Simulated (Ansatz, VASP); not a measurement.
**SiO2: VASP beside Ansatz**

The input INCAR:

```
ALGO     = Normal         # electronic algorithm
EDIFF    = 1E-6           # SCF threshold, eV
ENCUT    = 520            # plane-wave cutoff, eV
GGA      = PE             # functional
ISIF     = 2              # what is computed and relaxed
ISMEAR   = -1             # smearing method
LASPH    = True           # aspherical terms in the spheres
LCHARG   = False          # write CHGCAR
LREAL    = False          # projectors in reciprocal space
LWAVE    = False          # write WAVECAR
NBANDS   = 44             # bands
NELM     = 80             # most SCF steps
PREC     = Accurate       # precision mode
SIGMA    = 0.05           # smearing width, eV
```

The input KPOINTS:

```
k-points
0
Gamma
  5 5 5
```

The input POSCAR:

```
SiO2
1.0
   -2.8378980000      2.8378980000      5.6602100000
    2.8378980000     -2.8378980000      5.6602100000
    2.8378980000      2.8378980000     -5.6602100000
Si O
4 8
Direct
    0.8750000000      0.2636180000      0.8886180000
    0.0136180000      0.6250000000      0.8886180000
    0.7363820000      0.1250000000      0.1113820000
    0.3750000000      0.9863820000      0.1113820000
    0.6337270000      0.1337270000      0.5000000000
    0.4678770000      0.9678770000      0.9357540000
    0.0321230000      0.5321230000      0.0642460000
    0.1162730000      0.1162730000      0.0000000000
    0.8837270000      0.8837270000      0.0000000000
    0.8662730000      0.3662730000      0.5000000000
    0.2821230000      0.7178770000      0.0000000000
    0.7178770000      0.2821230000      0.0000000000
```

Contents of input.yaml:

```yaml
crystal:
  lattice:
    - [-2.837898, 2.837898, 5.66021]
    - [2.837898, -2.837898, 5.66021]
    - [2.837898, 2.837898, -5.66021]
  atoms:
    - { symbol: Si, position: [0.875, 0.263618, 0.888618] }
    - { symbol: Si, position: [0.013618, 0.625, 0.888618] }
    - { symbol: Si, position: [0.736382, 0.125, 0.111382] }
    - { symbol: Si, position: [0.375, 0.986382, 0.111382] }
    - { symbol: O, position: [0.633727, 0.133727, 0.5] }
    - { symbol: O, position: [0.467877, 0.967877, 0.935754] }
    - { symbol: O, position: [0.032123, 0.532123, 0.064246] }
    - { symbol: O, position: [0.116273, 0.116273, 0.0] }
    - { symbol: O, position: [0.883727, 0.883727, 0.0] }
    - { symbol: O, position: [0.866273, 0.366273, 0.5] }
    - { symbol: O, position: [0.282123, 0.717877, 0.0] }
    - { symbol: O, position: [0.717877, 0.282123, 0.0] }
hamiltonian:
  xc: pbe
  pseudopotentials: { kind: paw }
kpoints:
  mp_grid: { grid: [5, 5, 5] }
scf:
  occupations: { method: fermi_dirac, width: 0.05 }
output:
  forces: true
  stress: true
  eigenvalues: true
```

Alike in both runs: task single point; functional PBE; k mesh 5 × 5 × 5; occupations fermi-dirac, width 0.05 eV; no spin polarisation.

|  | VASP | Ansatz |
| --- | --- | --- |
| version | VASP 6.6.1 | Ansatz 0.2.0 |
| potentials or method | VASP PAW PBE potentials, release 64 (Si, O) | Ansatz PAW |
| plane-wave cutoff (eV) | 520 | 420 |
| valence electrons in the cell | 64 | 64 |

VASP gave:

| Property | Result |
| --- | --- |
| gap on the k mesh at the Fermi level (eV) | 4.84 |
| least direct gap on the mesh (eV) | 4.84 |
| pressure (GPa) | 0.1 |
| traceless stress, the component that is largest in VASP (GPa) | -0.03 |
| rms of the force components (eV/Å) | 0.004 |

**Question.** Estimate Ansatz's values.

**Answer.** gap on the k mesh at the Fermi level (eV): 4.84; least direct gap on the mesh (eV): 4.84; pressure (GPa): -0.1; traceless stress, the component that is largest in VASP (GPa): -0.21; rms of the force components (eV/Å): 0.004.

Atom by atom the forces differ by 0.003 eV/Å (rms over components).

Noted on Ansatz's run: odd divisions of the mesh miss points on the zone boundary, where band edges often lie, so the gap on the mesh can be too wide.
